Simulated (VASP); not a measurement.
# SiC8 in VASP: single point with PBE+D3(BJ)

Aim: the single point of SiC8 with PBE+D3(BJ).

All numbers are computed with VASP 6.6.1; they aren't measurements. Logs are shortened: lines on timing, memory, paths and dates and some standing lists are left out, and cuts for length are marked.

## (1) The cell of the first run

The cell holds a slab with vacuum, 9 atoms: a = 4.931 Å, b = 4.931 Å, c = 17.300 Å, α = 90.00°, β = 90.00°, γ = 120.00°.

## (2) Single point, PBE+D3(BJ), collinear spin, ferromagnetic start

INCAR

```
PREC     = Accurate       # precision mode
ENCUT    = 520            # plane-wave cutoff, eV
EDIFF    = 1E-6           # SCF threshold, eV
ISMEAR   = 0              # smearing method
SIGMA    = 0.1            # smearing width, eV
LREAL    = False          # projectors in reciprocal space
LASPH    = True           # aspherical terms in the spheres
NELM     = 150            # most SCF steps
ALGO     = Normal         # electronic algorithm
ISIF     = 2              # what is computed and relaxed
LWAVE    = False          # write WAVECAR
LCHARG   = False          # write CHGCAR
ISPIN    = 2              # spin polarisation
MAGMOM   = 0 0 0 0 0 0 0 0 2 # initial moments
LORBIT   = 11             # projections on sites
LDIPOL   = True         
IDIPOL   = 3            
DIPOL    = 0.5 0.5 0.247
GGA      = PE             # functional
IVDW     = 12             # dispersion correction
NBANDS   = 32             # bands
```

KPOINTS

```
Automatic mesh
0
Gamma
  6 6 1
```

POSCAR

```
SiC8
1.0
    4.9313354216      0.0000000001      0.0000000000
   -2.4656677109      4.2706617497      0.0000000000
    0.0000000000      0.0000000000     17.3000330561
C Si
8 1
Direct
    0.3333333333      0.1666666667      0.2312153418
    0.3333333333      0.6666666667      0.2312153418
    0.8333333333      0.1666666667      0.2312153418
    0.8333333333      0.6666666667      0.2312153418
    0.1666666667      0.3333333333      0.2312134310
    0.1666666667      0.8333333333      0.2312134310
    0.6666666667      0.3333333333      0.2312134310
    0.6666666667      0.8333333333      0.2312134310
    0.3333333333      0.4166666667      0.3757237362
```

Potentials or basis: VASP PAW PBE potentials, release 64 (C, Si).

Started as:

```
> cat potpaw_PBE.64/C/POTCAR potpaw_PBE.64/Si/POTCAR > POTCAR
> mpirun -np 1 vasp_std > vasp.out
```

OUTCAR:

```text
PREC = Accurate
   ENCUT = 520
   EDIFF = 1E-6
   ISMEAR = 0
   LREAL = False
   LASPH = True
   NELM = 150
   ISIF = 2
   ISPIN = 2
   LORBIT = 11
   GGA = PE
   IVDW = 12
 IVDW          = 12

 ion  position               nearest neighbor table
   1  0.333  0.167  0.231-   5 1.42   7 1.42   6 1.42
   2  0.333  0.667  0.231-   6 1.42   8 1.42   5 1.42
   3  0.833  0.167  0.231-   7 1.42   5 1.42   8 1.42
   4  0.833  0.667  0.231-   8 1.42   6 1.42   7 1.42
   5  0.167  0.333  0.231-   1 1.42   3 1.42   2 1.42   9 2.60
   6  0.167  0.833  0.231-   2 1.42   4 1.42   1 1.42
   7  0.667  0.333  0.231-   3 1.42   1 1.42   4 1.42
   8  0.667  0.833  0.231-   4 1.42   2 1.42   3 1.42
   9  0.333  0.417  0.376-   5 2.60

  LATTYP: Found a hexagonal cell.
 ALAT       =     4.9313354216
 C/A-ratio  =     3.5081842092

  Lattice vectors:

 A1 = (   4.9313354216,   0.0000000001,   0.0000000000)
 A2 = (  -2.4656677109,   4.2706617497,   0.0000000000)
 A3 = (   0.0000000000,   0.0000000000,  17.3000330561)

Analysis of symmetry for initial positions (statically):
=====================================================================
 Subroutine PRICEL returns:
 Original cell was already a primitive cell.

 Routine SETGRP: Setting up the symmetry group for a
 hexagonal supercell.

 Subroutine GETGRP returns: Found  2 space group operations
 (whereof  1 operations were pure point group operations)
 out of a pool of 24 trial point group operations.

The static configuration has the point symmetry C_1 .
 The point group associated with its full space group is C_1h.

Analysis of symmetry for dynamics (positions and initial velocities):
=====================================================================
 Subroutine PRICEL returns:
 Original cell was already a primitive cell.

 Routine SETGRP: Setting up the symmetry group for a
 hexagonal supercell.

 Subroutine GETGRP returns: Found  2 space group operations
 (whereof  1 operations were pure point group operations)
 out of a pool of 24 trial point group operations.

The dynamic configuration has the point symmetry C_1 .
 The point group associated with its full space group is C_1h.

Analysis of structural, dynamic, and magnetic symmetry:
=====================================================================
 Subroutine PRICEL returns:
 Original cell was already a primitive cell.

 Routine SETGRP: Setting up the symmetry group for a
 hexagonal supercell.

 Subroutine GETGRP returns: Found  2 space group operations
 (whereof  1 operations were pure point group operations)
 out of a pool of 24 trial point group operations.

The overall configuration has the point symmetry C_1 .
 The point group associated with its full space group is C_1h.

 Subroutine INISYM returns: Found  2 space group operations
 (whereof  1 operations are pure point group operations),
 and found     1 'primitive' translations

----------------------------------------------------------------------------------------

                                     Primitive cell

  volume of cell :     364.3398

  direct lattice vectors                    reciprocal lattice vectors
     4.931335422  0.000000000  0.000000000     0.202784827  0.117077874  0.000000000
    -2.465667711  4.270661750  0.000000000    -0.000000000  0.234155749  0.000000000
     0.000000000  0.000000000 17.300033056     0.000000000  0.000000000  0.057803358

  length of vectors
     4.931335422  4.931335422 17.300033056     0.234155749  0.234155749  0.057803358

  position of ions in fractional coordinates (direct lattice)
     0.333333333  0.166666667  0.231215342
     0.333333333  0.666666667  0.231215342
     0.833333333  0.166666667  0.231215342
     0.833333333  0.666666667  0.231215342
     0.166666667  0.333333333  0.231213431
     0.166666667  0.833333333  0.231213431
     0.666666667  0.333333333  0.231213431
     0.666666667  0.833333333  0.231213431
     0.333333333  0.416666667  0.375723736

  ion indices of the primitive-cell ions
   primitive index   ion index
                 1           1
                 2           2
                 3           3
                 4           4
                 5           5
                 6           6
                 7           7
                 8           8
                 9           9

----------------------------------------------------------------------------------------

 KPOINTS: Automatic mesh

Automatic generation of k-mesh.
 Grid dimensions read from file:
 generate k-points for:    6    6    1

 Generating k-lattice:

  Cartesian coordinates                     Fractional coordinates (reciprocal lattice)
[... 27 lines left out ...]
 -0.166667  0.500000  0.000000      4.000000
  0.500000  0.333333  0.000000      4.000000
  0.333333  0.333333  0.000000      2.000000
   k-points           NKPTS =     13   k-points in BZ     NKDIM =     13   number of bands    NBANDS=     32
   number of dos      NEDOS =    301   number of ions     NIONS =      9
   total plane-waves  NPLWV = 224000
   dimension x,y,z NGX =    40 NGY =   40 NGZ =  140
   dimension x,y,z NGXF=    80 NGYF=   80 NGZF=  280
   ions per type =               8   1
   NGX,Y,Z   is equivalent  to a cutoff of  13.48, 13.48, 13.45 a.u.
   NGXF,Y,Z  is equivalent  to a cutoff of  26.97, 26.97, 26.91 a.u.
 SYSTEM =  unknown system
   PREC   = accura    normal or accurate (medium, high low for compatibility)
   ISTART =      0    job   : 0-new  1-cont  2-samecut
   ICHARG =      2    charge: 1-file 2-atom 10-const
   ISPIN  =      2    spin polarized calculation?
   LNONCOLLINEAR =      F non collinear calculations
   LSORBIT =      F    spin-orbit coupling
   LASPH  =      T    aspherical Exc in radial PAW
   ENCUT  =  520.0 eV  38.22 Ry    6.18 a.u.   9.17  9.17 32.17*2*pi/ulx,y,z
   NELM   =    150;   NELMIN=  2; NELMDL= -5     # of ELM steps
   EDIFF  = 0.1E-05   stopping-criterion for ELM
   LREAL  =      F    real-space projection
   EDIFFG = 0.1E-04   stopping-criterion for IOM
   NSW    =      0    number of steps for IOM
   IBRION =     -1    ionic relax: 0-MD 1-quasi-New 2-CG
   NFREE  =      0    steps in history (QN), initial steepest desc. (CG)
   ISIF   =      2    stress and relaxation
   ISYM   =      2    0-nonsym 1-usesym 2-fastsym
   POTIM  = 0.5000    time-step for ionic-motion
   TEBEG  =    0.0;   TEEND  =   0.0 temperature during run
   PSTRESS=    0.0 pullay stress
   NELECT =      36.0000    total number of electrons
   NUPDOWN=      -1.0000    fix difference up-down
   EMIN   =  10.00;   EMAX   =-10.00  energy-range for DOS
   EFERMI =   0.00;   METHOD = LEGACY
   ISMEAR =     0;   SIGMA  =   0.10  broadening in eV -4-tet -1-fermi 0-gaus
   EFERMI_NEDOS =   21; number of points for ismear=-14 and -15
   IALGO  =     38    algorithm
   IMIX   =      4    mixing-type and parameters
     AMIX     =   0.40;   BMIX     =  1.00
     AMIX_MAG =   1.60;   BMIX_MAG =  1.00
  volume/ion in A,a.u.               =      40.48       273.19
  Fermi-wavevector in a.u.,A,eV,Ry     =   0.756845  1.430229  7.793606  0.572814
  Thomas-Fermi vector in A             =   1.855057
   LORBIT       =     11    0 simple, 1 ext, 2 COOP (PROOUT), +10 PAW based schemes
   GGA     = PE    functional components
   LHFCALC =     F    Hartree Fock is set to
   AEXX    =    0.0000 exact exchange contribution
   IVDW    =    12    specifies the selected vdW correction
   LEPSILON=     F    determine dielectric tensor
   LRPA    =     F    only Hartree local field effects (RPA)
 spin polarized calculation
 Gauss-broadening in eV      SIGMA  =   0.10
  energy-cutoff  :      520.00
  volume of cell :      364.34
 maximum number of plane-waves:      9846
 NGX is ok and might be reduce to    40
   NGX = 19   NGY = 19   NGZ = 65

 dipolmoment           0.000000      0.000000     -0.003221 electrons x Angstroem

 number of electron      35.9999998 magnetization       1.8367327

 dipolmoment           0.000000      0.000000      0.021860 electrons x Angstroem

 Free energy of the ion-electron system (eV)
  ---------------------------------------------------
  ext. energy  EPLUGINS =         0.00000000
  ---------------------------------------------------
  free energy    TOTEN  =       -74.96604885 eV

  energy without entropy =      -74.95448875  energy(sigma->0) =      -74.96026880

 E-fermi :  -1.2618     XC(G=0):  -3.3389

 val. band max:       -1.2814429784   @ k =   0.0000   0.5000   0.0000
 cond. band min:      -1.2451115275   @ k =   0.1667   0.0000   0.0000
 fundamental gap:      0.0363314509
 Fermi energy:        -1.2617597892

 spin component 1

 k-point     1 :       0.0000    0.0000    0.0000
  band No.  band energies     occupation
      1     -21.6730      1.00000
      2     -16.5008      1.00000
      3     -16.4290      1.00000
      4     -16.3258      1.00000
      5     -15.4183      1.00000
      6     -15.3404      1.00000
[... 418 lines left out ...]
     29       4.4024      0.00000
     30       4.9277      0.00000
 Fermi energy:        -1.2617597892

 spin component 2

 k-point     1 :       0.0000    0.0000    0.0000
  band No.  band energies     occupation
      1     -21.6334      1.00000
      2     -16.4700      1.00000
      3     -16.3946      1.00000
      4     -16.2715      1.00000
      5     -15.3770      1.00000
      6     -15.3078      1.00000
[... 418 lines left out ...]
     29       4.7657      0.00000
     30       5.1593      0.00000
 [bands above 30 left out]

------------------------ aborting loop because EDIFF is reached ----------------------------------------

 vacuum level on the upper side and lower side of the slab       (xc-potential included)        -0.084        -0.215

 Edisp (eV)   -1.04731

 E8    (eV) :    -0.3482

  FORCE on cell =-STRESS in cart. coord.  units (eV):
  Direction    XX          YY          ZZ          XY          YZ          ZX
  --------------------------------------------------------------------------------------
  -------------------------------------------------------------------------------------
  Total       1.90623     1.53785    -0.29802     0.31902    -0.33498    -0.58020
  in kB       8.38261     6.76267    -1.31053     1.40290    -1.47306    -2.55141
  external pressure =        4.61 kB  Pullay stress =        0.00 kB

 VOLUME and BASIS-vectors are now :
 -----------------------------------------------------------------------------
  energy-cutoff  :      520.00
  volume of cell :      364.34
      direct lattice vectors                 reciprocal lattice vectors
     4.931335422  0.000000000  0.000000000     0.202784827  0.117077874  0.000000000
    -2.465667711  4.270661750  0.000000000    -0.000000000  0.234155749  0.000000000
     0.000000000  0.000000000 17.300033056     0.000000000  0.000000000  0.057803358

 POSITION                                       TOTAL-FORCE (eV/Angst)
 -----------------------------------------------------------------------------------
      1.23283      0.71178      4.00003         0.327935     -0.291217      0.235971
     -0.00000      2.84711      4.00003        -0.088233      0.429608      0.235971
      3.69850      0.71178      4.00003        -0.439012     -0.253464     -0.102329
      2.46567      2.84711      4.00003         0.108678      0.062745     -0.154735
      0.00000      1.42355      4.00000        -0.150739     -0.087029      0.364996
     -1.23283      3.55888      4.00000        -0.173076     -0.099926     -0.172655
      2.46567      1.42355      4.00000         0.367520      0.109968     -0.154766
      1.23283      3.55888      4.00000         0.278995      0.263298     -0.154766
      0.61642      1.77944      6.50003        -0.232068     -0.133984     -0.097687
 -----------------------------------------------------------------------------------
    total drift:                                0.000036      0.000021      0.000214

  FREE ENERGIE OF THE ION-ELECTRON SYSTEM (eV)
  ---------------------------------------------------
  free  energy   TOTEN  =       -76.0133576114 eV

  energy  without entropy=      -76.0017975120  energy(sigma->0) =      -76.00757756

 vacuum level on the upper side and lower side of the slab         2.268         2.145

 total charge

# of ion       s       p       d       tot
------------------------------------------
    1        0.864   1.783   0.000   2.647
    2        0.864   1.783   0.000   2.647
    3        0.861   1.790   0.000   2.651
    4        0.863   1.783   0.000   2.646
    5        0.864   1.788   0.000   2.652
    6        0.860   1.795   0.000   2.655
    7        0.862   1.789   0.000   2.651
    8        0.862   1.789   0.000   2.651
    9        0.957   0.555   0.000   1.512
--------------------------------------------------
tot          7.857  14.856   0.000  22.713

 magnetization (x)

# of ion       s       p       d       tot
------------------------------------------
    1       -0.000  -0.006   0.000  -0.006
    2       -0.000  -0.006   0.000  -0.006
    3        0.001   0.013   0.000   0.014
    4        0.001   0.009   0.000   0.009
    5        0.000   0.003   0.000   0.003
    6        0.002   0.034   0.000   0.036
    7        0.002   0.030   0.000   0.032
    8        0.002   0.030   0.000   0.032
    9        0.008   0.471   0.000   0.479
--------------------------------------------------
tot          0.017   0.579   0.000   0.596
```

Run time: 6.4 min. Hardware: 1 thread of Intel Xeon 6975P-C (Granite Rapids), shared host; peak memory 0.79 GiB.

Results:

* Free energy: -76.0134 eV
* Largest force: 0.517 eV/Å
* Net moment: 1.84 μB per cell
* Site moments: C -0.01, +0.01, +0.00, +0.04, +0.03; Si +0.48 μB
* Valence electrons inside the program's atomic spheres: C 2.65; Si 1.51
* Dispersion energy per atom: -0.116 eV

Forces in eV/Å, atoms in the order of the input:
```
C    0.328 -0.291  0.236
C   -0.088  0.430  0.236
C   -0.439 -0.253 -0.102
C    0.109  0.063 -0.155
C   -0.151 -0.087  0.365
C   -0.173 -0.100 -0.173
C    0.368  0.110 -0.155
C    0.279  0.263 -0.155
Si  -0.232 -0.134 -0.098
```
